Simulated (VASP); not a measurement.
# Pb (Fm-3m) in VASP: further runs

Runs on Pb. Level: PBE. Tasks: single point.

Everything below comes from runs of VASP 6.6.1. Logs are shortened: lines on timing, memory, paths and dates and some standing lists are left out, and cuts for length are marked.

### Step 1. The cell of the first run

It takes space group Fm-3m (No. 225, cubic). Conventional cell: a = 5.040 Å, b = 5.040 Å, c = 5.040 Å, α = 90.00°, β = 90.00°, γ = 90.00°. Within 4.7 Å of Pb (site symmetry m-3m) lie 12 Pb at 3.56 Å.

### Step 2. Single point, PBE

Input file INCAR:

```
SYSTEM = Pb
PREC     = Accurate       ! precision mode
ENCUT    = 520            ! plane-wave cutoff, eV
EDIFF    = 1E-7           ! SCF threshold, eV
ISMEAR   = -1             ! smearing method
SIGMA    = 0.15           ! smearing width, eV
LREAL    = .FALSE.        ! projectors in reciprocal space
LASPH    = .TRUE.         ! aspherical terms in the spheres
NELM     = 80             ! most SCF steps
ALGO     = Normal         ! electronic algorithm
ISIF     = 2              ! what is computed and relaxed
LWAVE    = .FALSE.        ! write WAVECAR
LCHARG   = .TRUE.         ! write CHGCAR
GGA      = PE             ! functional
LELF     = .TRUE.         ! ELF
LVHAR    = .TRUE.       
NBANDS   = 13             ! bands
```

Input file KPOINTS:

```
Automatic mesh
0
G
  4 4 4
  0 0 0
```

Input file POSCAR:

```
Pb
1.0
    0.0000000000      2.5198000000      2.5198000000
    2.5198000000      0.0000000000      2.5198000000
    2.5198000000      2.5198000000      0.0000000000
Pb
1
Direct
    0.0000000000      0.0000000000      0.0000000000
```

Potentials or basis: VASP PAW PBE potentials, release 64 (Pb_d).

Launch:

```bash
$ cat potpaw_PBE.64/Pb_d/POTCAR > POTCAR
$ mpirun -np 1 vasp_std > vasp.out
```

OUTCAR:

```text
SYSTEM = Pb
   PREC = Accurate
   ENCUT = 520
   EDIFF = 1E-7
   ISMEAR = -1
   LREAL = .FALSE.
   LASPH = .TRUE.
   NELM = 80
   ISIF = 2
   GGA = PE

 ion  position               nearest neighbor table
   1  0.000  0.000  0.000-

  LATTYP: Found a face centered cubic cell.
 ALAT       =     5.0396000000

  Lattice vectors:

 A1 = (   0.0000000000,   2.5198000000,   2.5198000000)
 A2 = (   2.5198000000,   0.0000000000,   2.5198000000)
 A3 = (   2.5198000000,   2.5198000000,   0.0000000000)

Analysis of symmetry for initial positions (statically):
=====================================================================
 Subroutine PRICEL returns:
 Original cell was already a primitive cell.

 Routine SETGRP: Setting up the symmetry group for a
 face centered cubic supercell.

 Subroutine GETGRP returns: Found 48 space group operations
 (whereof 48 operations were pure point group operations)
 out of a pool of 48 trial point group operations.

The static configuration has the point symmetry O_h .

Analysis of symmetry for dynamics (positions and initial velocities):
=====================================================================
 Subroutine PRICEL returns:
 Original cell was already a primitive cell.

 Routine SETGRP: Setting up the symmetry group for a
 face centered cubic supercell.

 Subroutine GETGRP returns: Found 48 space group operations
 (whereof 48 operations were pure point group operations)
 out of a pool of 48 trial point group operations.

The dynamic configuration has the point symmetry O_h .

 Subroutine INISYM returns: Found 48 space group operations
 (whereof 48 operations are pure point group operations),
 and found     1 'primitive' translations

----------------------------------------------------------------------------------------

                                     Primitive cell

  volume of cell :      31.9984

  direct lattice vectors                    reciprocal lattice vectors
     0.000000000  2.519800000  2.519800000    -0.198428447  0.198428447  0.198428447
     2.519800000  0.000000000  2.519800000     0.198428447 -0.198428447  0.198428447
     2.519800000  2.519800000  0.000000000     0.198428447  0.198428447 -0.198428447

  length of vectors
     3.563535334  3.563535334  3.563535334     0.343688151  0.343688151  0.343688151

  position of ions in fractional coordinates (direct lattice)
     0.000000000  0.000000000  0.000000000

  ion indices of the primitive-cell ions
   primitive index   ion index
                 1           1

----------------------------------------------------------------------------------------

 KPOINTS: Automatic mesh

Automatic generation of k-mesh.
 Grid dimensions read from file:
 generate k-points for:    4    4    4

 Generating k-lattice:

  Cartesian coordinates                     Fractional coordinates (reciprocal lattice)
    -0.049607112  0.049607112  0.049607112     0.250000000  0.000000000  0.000000000
     0.049607112 -0.049607112  0.049607112     0.000000000  0.250000000  0.000000000
     0.049607112  0.049607112 -0.049607112     0.000000000  0.000000000  0.250000000

  Length of vectors
     0.085922038  0.085922038  0.085922038

  Shift w.r.t. Gamma in fractional coordinates (k-lattice)
     0.000000000  0.000000000  0.000000000

 Subroutine IBZKPT returns following result:
 ===========================================

 Found      8 irreducible k-points:

 Following reciprocal coordinates:
            Coordinates               Weight
  0.000000  0.000000  0.000000      1.000000
  0.250000  0.000000  0.000000      8.000000
  0.500000  0.000000  0.000000      4.000000
  0.250000  0.250000  0.000000      6.000000
  0.500000  0.250000  0.000000     24.000000
 -0.250000  0.250000  0.000000     12.000000
  0.500000  0.500000  0.000000      3.000000
 -0.250000  0.500000  0.250000      6.000000
   k-points           NKPTS =      8   k-points in BZ     NKDIM =      8   number of bands    NBANDS=     13
   number of dos      NEDOS =    301   number of ions     NIONS =      1
   total plane-waves  NPLWV =  21952
   dimension x,y,z NGX =    28 NGY =   28 NGZ =   28
   dimension x,y,z NGXF=    56 NGYF=   56 NGZF=   56
   ions per type =               1
   NGX,Y,Z   is equivalent  to a cutoff of  13.06, 13.06, 13.06 a.u.
   NGXF,Y,Z  is equivalent  to a cutoff of  26.13, 26.13, 26.13 a.u.
 SYSTEM =  Pb
   PREC   = accura    normal or accurate (medium, high low for compatibility)
   ISTART =      0    job   : 0-new  1-cont  2-samecut
   ICHARG =      2    charge: 1-file 2-atom 10-const
   ISPIN  =      1    spin polarized calculation?
   LNONCOLLINEAR =      F non collinear calculations
   LSORBIT =      F    spin-orbit coupling
   LASPH  =      T    aspherical Exc in radial PAW
   ENCUT  =  520.0 eV  38.22 Ry    6.18 a.u.   6.63  6.63  6.63*2*pi/ulx,y,z
   NELM   =     80;   NELMIN=  2; NELMDL= -5     # of ELM steps
   EDIFF  = 0.1E-06   stopping-criterion for ELM
   LREAL  =      F    real-space projection
   EDIFFG = 0.1E-05   stopping-criterion for IOM
   NSW    =      0    number of steps for IOM
   IBRION =     -1    ionic relax: 0-MD 1-quasi-New 2-CG
   NFREE  =      0    steps in history (QN), initial steepest desc. (CG)
   ISIF   =      2    stress and relaxation
   ISYM   =      2    0-nonsym 1-usesym 2-fastsym
   POTIM  = 0.5000    time-step for ionic-motion
   TEBEG  =    0.0;   TEEND  =   0.0 temperature during run
   PSTRESS=    0.0 pullay stress
   NELECT =      14.0000    total number of electrons
   NUPDOWN=      -1.0000    fix difference up-down
   EMIN   =  10.00;   EMAX   =-10.00  energy-range for DOS
   EFERMI =   0.00;   METHOD = LEGACY
   ISMEAR =    -1;   SIGMA  =   0.15  broadening in eV -4-tet -1-fermi 0-gaus
   EFERMI_NEDOS =   21; number of points for ismear=-14 and -15
   IALGO  =     38    algorithm
   IMIX   =      4    mixing-type and parameters
     AMIX     =   0.40;   BMIX     =  1.00
     AMIX_MAG =   1.60;   BMIX_MAG =  1.00
  volume/ion in A,a.u.               =      32.00       215.94
  Fermi-wavevector in a.u.,A,eV,Ry     =   1.242820  2.348589 21.015568  1.544601
  Thomas-Fermi vector in A             =   2.377157
   LORBIT       =      0    0 simple, 1 ext, 2 COOP (PROOUT), +10 PAW based schemes
   GGA     = PE    functional components
   LHFCALC =     F    Hartree Fock is set to
   AEXX    =    0.0000 exact exchange contribution
   IVDW    =     0    specifies the selected vdW correction
   LEPSILON=     F    determine dielectric tensor
   LRPA    =     F    only Hartree local field effects (RPA)
 non-spin polarized calculation
  energy-cutoff  :      520.00
  volume of cell :       32.00
 maximum number of plane-waves:       878
 NGX is ok and might be reduce to    28
   NGX = 13   NGY = 13   NGZ = 13

 number of electron      14.0000003 magnetization

 Free energy of the ion-electron system (eV)
  ---------------------------------------------------
  ext. energy  EPLUGINS =         0.00000000
  ---------------------------------------------------
  free energy    TOTEN  =        -3.44027835 eV

  energy without entropy =       -3.36248942  energy(sigma->0) =       -3.40138389

 E-fermi :   7.0485     XC(G=0):  -9.9378

 val. band max:        6.9927122599   @ k =  -0.2500   0.5000   0.2500
 cond. band min:       7.1438451487   @ k =  -0.2500   0.2500   0.0000
 fundamental gap:      0.1511328888
 Fermi energy:         7.0484750751

 k-point     1 :       0.0000    0.0000    0.0000
  band No.  band energies     occupation
      1     -10.3726      2.00000
      2     -10.3726      2.00000
      3     -10.3726      2.00000
      4     -10.2514      2.00000
      5     -10.2514      2.00000
      6      -4.7187      2.00000
      7      13.6822      0.00000
      8      13.6822      0.00000
      9      13.6822      0.00000
     10      16.4169      0.00000
     11      17.3374      0.00000
     12      18.7825      0.00000
     13      18.7825      0.00000

 k-point     2 :       0.2500    0.0000    0.0000
  band No.  band energies     occupation
      1     -10.3767      2.00000
      2     -10.3414      2.00000
      3     -10.3414      2.00000
      4     -10.2215      2.00000
      5     -10.2215      2.00000
      6      -3.5941      2.00000
      7       7.3543      0.23034
      8      12.7106      0.00000
      9      12.7106      0.00000
     10      15.4333      0.00000
     11      17.9401      0.00000
     12      18.7038      0.00000
     13      18.7038      0.00000

 k-point     3 :       0.5000    0.0000    0.0000
  band No.  band energies     occupation
      1     -10.3902      2.00000
      2     -10.3612      2.00000
      3     -10.3612      2.00000
      4     -10.1381      2.00000
      5     -10.1381      2.00000
      6      -1.4020      2.00000
      7       2.7418      2.00000
      8      11.9694      0.00000
      9      11.9694      0.00000
     10      15.6853      0.00000
     11      15.8869      0.00000
     12      17.5751      0.00000
     13      17.5751      0.00000

 k-point     4 :       0.2500    0.2500    0.0000
  band No.  band energies     occupation
      1     -10.4409      2.00000
      2     -10.3311      2.00000
      3     -10.2452      2.00000
      4     -10.2452      2.00000
      5     -10.1989      2.00000
      6      -3.2189      2.00000
      7       8.6797      0.00004
      8      10.4745      0.00000
      9      10.4745      0.00000
     10      14.1406      0.00000
     11      14.2271      0.00000
     12      22.8996      0.00000
     13      22.8996      0.00000

 k-point     5 :       0.5000    0.2500    0.0000
  band No.  band energies     occupation
      1     -10.4259      2.00000
      2     -10.3360      2.00000
      3     -10.2483      2.00000
      4     -10.2078      2.00000
      5     -10.1313      2.00000
      6      -1.0573      2.00000
      7       4.3605      2.00000
      8       7.6705      0.03114
      9       9.9526      0.00000
     10      13.3824      0.00000
     11      17.9695      0.00000
     12      20.6929      0.00000
     13      21.0765      0.00000

 k-point     6 :      -0.2500    0.2500    0.0000
  band No.  band energies     occupation
      1     -10.3693      2.00000
      2     -10.3272      2.00000
      3     -10.2650      2.00000
      4     -10.2359      2.00000
      5     -10.1923      2.00000
      6      -1.8899      2.00000
      7       5.5942      1.99988
      8       7.1438      0.69239
      9      11.7930      0.00000
     10      14.7199      0.00000
     11      19.1716      0.00000
     12      19.8483      0.00000
     13      20.1184      0.00000

 k-point     7 :       0.5000    0.5000    0.0000
  band No.  band energies     occupation
      1     -10.5087      2.00000
      2     -10.4272      2.00000
      3     -10.1460      2.00000
      4     -10.1101      2.00000
      5     -10.1101      2.00000
      6      -0.1182      2.00000
      7       3.6250      2.00000
      8       8.6749      0.00004
      9       8.6749      0.00004
     10      11.9089      0.00000
     11      13.1744      0.00000
     12      24.6389      0.00000
     13      26.4551      0.00000

 k-point     8 :      -0.2500    0.5000    0.2500
  band No.  band energies     occupation
      1     -10.3550      2.00000
      2     -10.3188      2.00000
      3     -10.3188      2.00000
      4     -10.2100      2.00000
      5     -10.1102      2.00000
      6      -0.0235      2.00000
      7       5.4182      1.99996
      8       5.4182      1.99996
      9       6.9927      1.18376
     10      17.1251      0.00000
     11      18.5541      0.00000
     12      18.5541      0.00000
     13      19.0998      0.00000

------------------------ aborting loop because EDIFF is reached ----------------------------------------

  FORCE on cell =-STRESS in cart. coord.  units (eV):
  Direction    XX          YY          ZZ          XY          YZ          ZX
  --------------------------------------------------------------------------------------
  -------------------------------------------------------------------------------------
  Total       -0.0193858     -0.0193858     -0.0193858      0.0000000      0.0000000     -0.0000000
  in kB       -0.9706598     -0.9706598     -0.9706598      0.0000000      0.0000000     -0.0000000
  external PRESSURE =      -0.9706598 kB  Pullay stress =       0.0000000 kB

 VOLUME and BASIS-vectors are now :
 -----------------------------------------------------------------------------
  energy-cutoff  :      520.00
  volume of cell :       32.00
      direct lattice vectors                 reciprocal lattice vectors
     0.000000000  2.519800000  2.519800000    -0.198428447  0.198428447  0.198428447
     2.519800000  0.000000000  2.519800000     0.198428447 -0.198428447  0.198428447
     2.519800000  2.519800000  0.000000000     0.198428447  0.198428447 -0.198428447

 POSITION                                       TOTAL-FORCE (eV/Angst)
 -----------------------------------------------------------------------------------
      0.00000      0.00000      0.00000         0.000000      0.000000      0.000000
 -----------------------------------------------------------------------------------
    total drift:                               -0.000000     -0.000000     -0.000000

  FREE ENERGIE OF THE ION-ELECTRON SYSTEM (eV)
  ---------------------------------------------------
  free  energy   TOTEN  =        -3.4402783519 eV

  energy  without entropy=       -3.3624894238  energy(sigma->0) =       -3.40138389
```

Run time: 4.2 s. Hardware: 1 thread of AMD EPYC 7R43 (Zen 3), shared host; peak memory 0.12 GiB.

Results:

| Quantity | Value |
| --- | --- |
| Free energy | -3.4403 eV |
| Pressure | -0.1 GPa |
| Band gap on the k mesh | zero (band 7 reaches 13.68 eV, above the bottom of band 8 at 5.42 eV) |

Caveat: the k points lie up to 0.54 Å⁻¹ apart; spin-orbit coupling is left out, which moves the levels of the heavy elements.

(Part 1 of 2 ends here.)
